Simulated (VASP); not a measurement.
Set up this calculation in VASP 6.6.1, as the native input.

```yaml
Task: relaxation of cell and atoms
Functional: PBEsol
Potentials_or_basis: VASP PAW PBE potentials, release 64 (B, N)
Cutoff: 600 eV
k_mesh: 10 × 10 × 4
Occupations: gaussian, width 0.01 eV
Spin: no spin polarisation
Target_pressure: -2 GPa
Dipole_correction: no
Further_INCAR_settings: ALGO = Normal; EDIFF = 1e-07; IBRION = 2; EDIFFG = -0.002; NSW = 100; ISIF = 3
```

The structure of BN lies in POSCAR:

```
BN
1.0
    2.5043523426      0.0000000000      0.0000000000
   -1.2521761713      2.1688327487      0.0000000000
    0.0000000000      0.0000000000      7.0158653084
B N
2 2
Direct
    0.3333333333      0.6666666667      0.2500000000
    0.6666666667      0.3333333333      0.7500000000
    0.3333333333      0.6666666667      0.7500000000
    0.6666666667      0.3333333333      0.2500000000
```

One way to write it, as run:

INCAR

```
  PREC = Accurate
  ENCUT = 600
  EDIFF = 1E-7
  ISMEAR = 0
  SIGMA = 0.01
  LREAL = False
  LASPH = True
  NELM = 120
  ALGO = Normal
  ISIF = 3
  LWAVE = False
  LCHARG = False
  GGA = PS
  IBRION = 2
  NSW = 100
  EDIFFG = -0.002
  PSTRESS = -20.0
  GGA_COMPAT = False
  NELMIN = 4
```

KPOINTS

```
Automatic mesh
0
Gamma
  10 10 4
```

Potentials or basis: VASP PAW PBE potentials, release 64 (B, N).

The run is started by

```console
$ cat potpaw_PBE.64/B/POTCAR potpaw_PBE.64/N/POTCAR > POTCAR
$ mpirun -np 1 vasp_std > vasp.out
```

Results of the run:

The relaxed volume is 11.95 Å³/atom, the relaxed cell is a = 2.511 Å, b = 2.511 Å, c = 8.757 Å, α = 90.00°, β = 90.00°, γ = 120.00° and the space group after relaxing (to 0.1 Å) is P6_3/mmc (No. 194). The energy change on relaxing (the run minimises the enthalpy) is +11.8 meV/atom and the ionic steps are 14. The pressure after relaxing is -2.0 GPa and the band gap on the k mesh is 4.44 eV (least direct gap 4.90 eV).

Caveat: the cell is relaxed towards a set pressure, so the run minimises the enthalpy, not the energy; the volume moved by over 15 % at a fixed basis, so the end points are rough; the PAW data sets were made with another functional, which shifts forces and pressure a little; this functional lacks dispersion, which binds the layers, so the pressure and a relaxed spacing across them are unreliable.

It took 6 min on 1 thread of Intel Xeon 8259CL (shared host), peak memory 0.16 GiB.
